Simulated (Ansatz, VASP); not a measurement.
# CdSe: VASP beside Ansatz

INCAR

```
SYSTEM = CdSe
ALGO = Normal
EDIFF = 1E-6
ENCUT = 520
GGA = PE
ISIF = 2
ISMEAR = -1
IVDW = 12
LASPH = .True.
LCHARG = .False.
LREAL = .False.
LWAVE = .False.
NBANDS = 26
NELM = 60
PREC = Accurate
SIGMA = 0.05
```

KPOINTS

```
k-points
0
Gamma
  7 7 4
  0 0 0
```

POSCAR

```
CdSe
1.0
    4.3000000000      0.0000000000      0.0000000000
   -2.1500000000      3.7239092363      0.0000000000
    0.0000000000      0.0000000000      7.0200000000
Cd Se
2 2
Direct
    0.6666666667      0.3333333333      0.5000000000
    0.3333333333      0.6666666667      0.0000000000
    0.6666666667      0.3333333333      0.8850000000
    0.3333333333      0.6666666667      0.3850000000
```

input.yaml

```yaml
crystal:
  lattice:
    - [4.3, 0.0, 0.0]
    - [-2.15, 3.7239092363, 0.0]
    - [0.0, 0.0, 7.02]
  atoms:
    - { symbol: Cd, position: [0.6666666667, 0.3333333333, 0.5] }
    - { symbol: Cd, position: [0.3333333333, 0.6666666667, 0.0] }
    - { symbol: Se, position: [0.6666666667, 0.3333333333, 0.885] }
    - { symbol: Se, position: [0.3333333333, 0.6666666667, 0.385] }
hamiltonian:
  xc: pbe
  pseudopotentials: { kind: paw }
  dispersion: d3bj
kpoints:
  mp_grid: { grid: [7, 7, 4] }
scf:
  occupations: { method: fermi_dirac, width: 0.05 }
output:
  forces: true
  stress: true
  eigenvalues: true
  write_density: true
  write_potential: true
  elf: true
  volumetric_format: npy
```

Alike in both runs: functional PBE; dispersion D3(BJ); k mesh 7 × 7 × 4; occupations fermi-dirac, width 0.05 eV; no spin polarisation.

```csv
,VASP,Ansatz
version,VASP 6.6.1,Ansatz 0.2.0
potentials or method,"VASP PAW PBE potentials, release 64 (Cd, Se)",Ansatz PAW
plane-wave cutoff (eV),520,420
valence electrons in the cell,36,72
task,single point,electrostatic potential
```

Ansatz gave:

```
gap on the k mesh at the Fermi level (eV)                     : 0.70
least direct gap on the mesh (eV)                             : 0.70
pressure (GPa)                                                : 0.9
traceless stress, the component that is largest in VASP (GPa) : -1.34
rms of the force components (eV/Å)                            : 0.164
```

Question: Estimate VASP's values.

Answer: gap on the k mesh at the Fermi level (eV): 0.70; least direct gap on the mesh (eV): 0.70; pressure (GPa): 1.3; traceless stress, the component that is largest in VASP (GPa): -1.39; rms of the force components (eV/Å): 0.169.

Atom by atom the forces differ by 0.006 eV/Å (rms over components). VASP's potentials hold 36 valence electrons a cell and Ansatz's 72, so a difference there can come from the potentials and not from the codes.

Noted on Ansatz's run: odd divisions of the mesh miss points on the zone boundary, where band edges often lie, so the gap on the mesh can be too wide.
